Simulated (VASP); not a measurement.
A run of VASP 6.6.1:

The input INCAR:

```
SYSTEM = SnO2
  PREC = Accurate
  ENCUT = 600
  EDIFF = 1E-6
  ISMEAR = -1
  SIGMA = 0.05
  LREAL = .FALSE.
  LASPH = .TRUE.
  NELM = 120
  ALGO = Normal
  ISIF = 2
  LWAVE = .FALSE.
  LCHARG = .FALSE.
  GGA = PS
  NBANDS = 64
  GGA_COMPAT = .FALSE.
```

The input KPOINTS:

```
Automatic mesh
0
G
  7 7 7
  0 0 0
```

POSCAR

```
SnO2
1.0
   -5.3410045635      5.3410045635      1.5985006947
    5.3410045635     -5.3410045635      1.5985006947
    5.3410045635      5.3410045635     -1.5985006947
Sn O
4 8
Direct
    0.3492197307      0.8340236163      0.1832433470
    0.8340236163      0.6507802693      0.4848038856
    0.1659763837      0.3492197307      0.5151961144
    0.6507802693      0.1659763837      0.8167566530
    0.2091778286      0.1559221632      0.3650999919
    0.8440778368      0.2091778286      0.0532556654
    0.7908221714      0.8440778368      0.6349000081
    0.1559221632      0.7908221714      0.9467443346
    0.1602534887      0.5411743647      0.7014278534
    0.5411743647      0.8397465113      0.3809208760
    0.4588256353      0.1602534887      0.6190791240
    0.8397465113      0.4588256353      0.2985721466
```

Potentials or basis: VASP PAW PBE potentials, release 64 (Sn_d, O).

Command:

```bash
$ cat potpaw_PBE.64/Sn_d/POTCAR potpaw_PBE.64/O/POTCAR > POTCAR
$ mpirun -np 1 vasp_std > vasp.out
```

Hardware: 1 thread of AMD EPYC 9R45 96-Core Processor (Zen 5), with other jobs on the host.

Problem. How long does it take, and how much memory?

Solution. Run time: 16 min on 1 thread of AMD EPYC 9R45 96-Core Processor (Zen 5), with other jobs on the host, peak memory 0.85 GiB. Counts: scf iterations 14, k points 52.
